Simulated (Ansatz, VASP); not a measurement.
# RbBr: VASP beside Ansatz

INCAR

```
SYSTEM = RbBr
PREC = Accurate ; ENCUT = 520
EDIFF = 1E-6 ; ISMEAR = -1
SIGMA = 0.05 ; LREAL = .False.
LASPH = .True. ; NELM = 100
ALGO = Normal ; ISIF = 2
LWAVE = .False. ; LCHARG = .False.
GGA = PS ; NBANDS = 15
```

File KPOINTS:

```
Automatic mesh
0
Gamma
  6 6 6
  0 0 0
```

The input POSCAR:

```
RbBr
1.0
    0.0000000000      3.4270000000      3.4270000000
    3.4270000000      0.0000000000      3.4270000000
    3.4270000000      3.4270000000      0.0000000000
Rb Br
1 1
Direct
    0.0000000000      0.0000000000      0.0000000000
    0.5000000000      0.5000000000      0.5000000000
```

input.yaml

```yaml
crystal:
  lattice:
    - [0.0, 3.427, 3.427]
    - [3.427, 0.0, 3.427]
    - [3.427, 3.427, 0.0]
  atoms:
    - { symbol: Rb, position: [0.0, 0.0, 0.0] }
    - { symbol: Br, position: [0.5, 0.5, 0.5] }
kpoints:
  mp_grid: { grid: [6, 6, 6] }
scf:
  occupations: { method: fermi_dirac, width: 0.05 }
hamiltonian:
  xc: pbesol
  pseudopotentials: { kind: all_electron, datasets: crystal }
output:
  forces: true
  stress: true
  eigenvalues: true
```

Alike in both runs: task single point; functional PBEsol; k mesh 6 × 6 × 6; occupations fermi-dirac, width 0.05 eV; no spin polarisation.

|  | VASP | Ansatz |
| --- | --- | --- |
| version | VASP 6.6.1 | Ansatz 0.2.0 |
| potentials or method | VASP PAW PBE potentials, release 64 (Rb_sv, Br), cutoff 520 eV | all-electron PAW datasets made for the crystal |

|  | VASP | Ansatz | Ansatz less VASP |
| --- | --- | --- | --- |
| gap on the k mesh at the Fermi level (eV) | 4.21 | 4.21 | +0.003 |
| least direct gap on the mesh (eV) | 4.21 | 4.21 | +0.003 |
| pressure (GPa) | 0.0 | -0.1 | -0.03 |

VASP's potentials were made for PBE, not for PBEsol. Ansatz ran all-electron here, and VASP with PAW potentials.
